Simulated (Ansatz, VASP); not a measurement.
**Rh: VASP beside Ansatz**

```
Rh
1.0
     0.00000    1.91521    1.91521
     1.91521    0.00000    1.91521
     1.91521    1.91521    0.00000
Rh
1
Cartesian
  0.0000 0.0000 0.0000
```

Alike in both runs: task relaxation of cell and atoms; functional PBE; k mesh 18 × 18 × 18; occupations fermi-dirac, width 0.05 eV; no spin polarisation.

```csv
,VASP,Ansatz
version,VASP 6.6.1,Ansatz 0.2.0
potentials or method,"VASP PAW PBE potentials, release 64 (Rh_pv)","PAW with Ansatz's default frozen-core files, scalar-relativistic"
plane-wave cutoff (eV),600,420
valence electrons in the cell,15,17
```

|  | VASP | Ansatz | Ansatz less VASP |
| --- | --- | --- | --- |
| relaxed volume (Å³/atom) | 14.04 | 14.04 | +0.004 |
| relaxed length of the cell vector where the two differ most in proportion (Å) | 2.708 | 2.708 | +0.0002 |

VASP's potentials hold 15 valence electrons a cell and Ansatz's 17, so a difference there can come from the potentials and not from the codes.
